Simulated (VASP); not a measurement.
A run of VASP 6.6.1 is set up as follows.

The input INCAR:

```
SYSTEM = Hf
AGGAC = 1.0 ; AGGAX = 1.0
ALDAC = 0.0 ; ALDAX = 1.0
ALGO = Normal ; EDIFF = 1E-6
ENCUT = 520 ; GGA = B5
ISIF = 2 ; ISMEAR = -1
LASPH = .True. ; LCHARG = .False.
LREAL = .False. ; LWAVE = .False.
NBANDS = 17 ; NELM = 80
PREC = Accurate ; SIGMA = 0.1
```

KPOINTS

```
k-points
0
Gamma
  9 9 9
  0 0 0
```

The input POSCAR:

```
Hf
1.0
    0.0000000000      3.2051258943      3.2051258943
    3.2051258943      0.0000000000      3.2051258943
    3.2051258943      3.2051258943      0.0000000000
Hf
2
Direct
    0.1250000000      0.1250000000      0.1250000000
    0.8750000000      0.8750000000      0.8750000000
```

Potentials or basis: VASP PAW PBE potentials, release 64 (Hf_pv).

Run with:

```console
$ cat potpaw_PBE.64/Hf_pv/POTCAR > POTCAR
$ mpirun -np 1 vasp_std > vasp.out
```

Question: Predict the band gap on the k mesh.

Answer: Zero (band 10 reaches 2.69 eV, above the bottom of band 11 at 2.01 eV).

Question: What does it give for the pressure?

Answer: 3.8 GPa.

Caveat: the PAW data sets were made with another functional, which shifts forces and pressure a little; spin-orbit coupling is left out, which moves the levels of the heavy elements.
